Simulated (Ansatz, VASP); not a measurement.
## One calculation of MgCdC4N4, two programs

```
Mg Cd C N
1.0
     6.28130    0.00000    0.00000
     0.00000    6.28130    0.00000
     0.00000    0.00000    6.28130
Mg Cd C N
1 1 4 4
Cartesian
  3.1407 3.1407 3.1407
  0.0000 0.0000 0.0000
  1.2859 1.2859 1.2859
  1.2859 4.9954 4.9954
  4.9954 1.2859 4.9954
  4.9954 4.9954 1.2859
  1.9581 1.9581 1.9581
  1.9581 4.3232 4.3232
  4.3232 1.9581 4.3232
  4.3232 4.3232 1.9581
```

Alike in both runs: functional PBE; k mesh 4 × 4 × 4; occupations gaussian, width 0.02 eV; no spin polarisation.

Ansatz relaxed the structure, and its values are those at the end. VASP's run is a single point on that final structure, the one shown.

```csv
,VASP,Ansatz
version,VASP 6.6.1,Ansatz 0.2.0
potentials or method,"VASP PAW PBE potentials, release 64 (Mg, Cd, C, N), cutoff 520 eV","scalar-relativistic, plane waves, PAW"
valence electrons in the cell,50,66
```

VASP gave:

```
gap on the k mesh at the Fermi level (eV) : 6.16
least direct gap on the mesh (eV)         : 6.29
pressure (GPa)                            : 0.4
rms of the force components (eV/Å)        : 0.212
```

Question: Estimate Ansatz's values.

Answer: gap on the k mesh at the Fermi level (eV): 6.15; least direct gap on the mesh (eV): 6.29; pressure (GPa): 0.0; rms of the force components (eV/Å): 0.001.

One of these differences is far larger than is usual between the two programs; its cause wasn't traced. VASP's potentials hold 50 valence electrons a cell and Ansatz's 66, so a difference there can come from the potentials and not from the codes.

Noted on VASP's run: the standard files for N, O and F lose accuracy on very short bonds.
